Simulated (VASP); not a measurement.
Runs of VASP 6.6.1 on Be. The structure is that of space group P6_3/mmc (No. 194), or close to it. The cells are those of the table. 

```csv
cell,gap on the mesh (eV),pressure (GPa)
"a = 2.265, b = 2.265, c = 3.709 Å, angles 90.0, 90.0, 120.0°, 2 atoms",none,-5.6
"a = 2.231, b = 2.231, c = 3.547 Å, angles 90.0, 90.0, 120.0°, 2 atoms",none,3.6
"a = 2.231, b = 2.231, c = 3.601 Å, angles 90.0, 90.0, 120.0°, 2 atoms",none,1.5
"a = 2.265, b = 2.265, c = 3.493 Å, angles 90.0, 90.0, 120.0°, 2 atoms",none,(b)
"a = 2.265, b = 2.265, c = 3.601 Å, angles 90.0, 90.0, 120.0°, 2 atoms",none,(a)
```

Alike in all rows: task single point; level PBEsol; potentials or basis VASP PAW PBE potentials, release 64 (Be); no spin polarisation; k mesh 24 × 24 × 14; cutoff (eV) 520; smearing gaussian 0.15 eV.

Question: Fill in the values left out.

Answer: (a) -2.2; (b) 2.0.

Caveats: the PAW data sets were made with another functional, which shifts forces and pressure a little; the cell stands under tension (at least some runs); the cell stands under pressure (at least some runs).

A gap of «none» marks levels without a gap at the run's occupations.
